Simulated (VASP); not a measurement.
## PbS: single point with PBEsol

The system is PbS.

```
Pb S
1.0
     2.05694   -3.56583    0.00000
     2.05694    3.56583    0.00000
     0.00000    0.00000    7.55994
Pb S
2 2
Direct
  0.00103 0.99897 0.48673
  0.99897 0.00103 0.98673
  0.66714 0.33286 0.69247
  0.33286 0.66714 0.19247
```

```yaml
Program: VASP 6.6.1
Task: single point
Functional: PBEsol
Potentials_or_basis: VASP PAW PBE potentials, release 64 (Pb_d, S)
Cutoff: 520 eV
k_mesh: 4 × 4 × 2
Occupations: gaussian, width 0.01 eV
Spin: no spin polarisation
```

```
Pressure               : -1.8 GPa
Largest force          : 0.067 eV/Å
Band gap on the k mesh : 0.58 eV (least direct gap 1.14 eV)
```

Forces in eV/Å, atoms in the order of the input:
```
Pb   0.000  0.006  0.066
Pb   0.000 -0.006  0.066
S    0.000 -0.003 -0.066
S    0.000  0.003 -0.066
```

Stress tensor (GPa, compression positive):
```
-1.59  0.00  0.00
 0.00 -1.62  0.00
 0.00  0.00 -2.31
```

Levels at points of the mesh, in eV from the valence-band top:
| k point | band 18 | band 19 | band 20 | band 21 | band 22 | band 23 |
| --- | --- | --- | --- | --- | --- | --- |
| (0.00, 0.00, 0.00) | -1.29 | -1.29 | 0.00 | 1.14 | 3.62 | 3.62 |
| (0.50, 0.00, 0.00) | -1.63 | -1.31 | -0.70 | 0.58 | 2.59 | 2.93 |
| (0.50, 0.50, 0.00) | -1.62 | -1.31 | -0.69 | 0.58 | 2.60 | 2.94 |
| (0.00, 0.00, 0.50) | -1.46 | -1.19 | -1.19 | 2.73 | 2.73 | 3.69 |
| (0.50, 0.00, 0.50) | -2.26 | -2.20 | -2.20 | 2.51 | 2.51 | 3.43 |
| (0.50, 0.50, 0.50) | -2.26 | -2.20 | -2.20 | 2.51 | 2.51 | 3.43 |

Run time: 42 s on 1 thread of Intel Xeon 8259CL, with other jobs on the host, peak memory 0.24 GiB.

Caveat: the k points lie up to 0.44 Å⁻¹ apart; the PAW data sets were made with another functional, which shifts forces and pressure a little; spin-orbit coupling is left out, which moves the levels of the heavy elements. A k mesh can miss the band edges.
